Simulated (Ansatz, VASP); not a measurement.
**Be2Si in VASP and in Ansatz**

```
CELL_PARAMETERS angstrom
0.00000 2.64138 2.64138
2.64138 0.00000 2.64138
2.64138 2.64138 0.00000
ATOMIC_POSITIONS crystal
Si 0.00000 0.00000 0.00000
Be 0.25000 0.25000 0.25000
Be 0.75000 0.75000 0.75000
```

Alike in both runs: task single point; functional PBEsol; k mesh 2 × 2 × 2; occupations fermi-dirac, width 0.02 eV; no spin polarisation.

|  | VASP | Ansatz |
| --- | --- | --- |
| version | VASP 6.6.1 | Ansatz 0.2.0 |
| potentials or method | VASP PAW PBE potentials, release 64 (Si, Be) | plane waves |
| plane-wave cutoff (eV) | 600 | 420 |
| valence electrons in the cell | 8 | 8 |

```tsv
	VASP	Ansatz	Ansatz less VASP
pressure (GPa)	10.7	10.4	-0.27
```

VASP's potentials were made for PBE, not for PBEsol.

The k mesh is coarse, so the values compare programs but aren't converged.
